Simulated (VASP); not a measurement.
Input of a VASP 6.6.1 run:

File INCAR:

```
  PREC = Accurate
  ENCUT = 520
  EDIFF = 1E-6
  ISMEAR = -1
  SIGMA = 0.05
  LREAL = False
  LASPH = True
  NELM = 80
  ALGO = Normal
  ISIF = 2
  LWAVE = False
  LCHARG = False
  GGA = PE
  NBANDS = 18
```

KPOINTS

```
Automatic mesh
0
Gamma
  14 14 7
```

File POSCAR:

```
Y
1.0
    3.4509422691      0.0000000000      0.0000000000
   -1.7254711346      2.9886036720      0.0000000000
    0.0000000000      0.0000000000      5.4221569487
Y
2
Direct
    0.3333333333      0.6666666667      0.2500000000
    0.6666666667      0.3333333333      0.7500000000
```

Potentials or basis: VASP PAW PBE potentials, release 64 (Y_sv).

Command:

```bash
$ cat potpaw_PBE.64/Y_sv/POTCAR > POTCAR
$ mpirun -np 1 vasp_std > vasp.out
```

(1) Predict the band gap on the k mesh.

(2) Estimate the pressure.

## Answers

(1) zero (bands 11 and 12 overlap by 1.88 eV).

(2) 8.0 GPa.

Caveat: the cell stands under pressure.
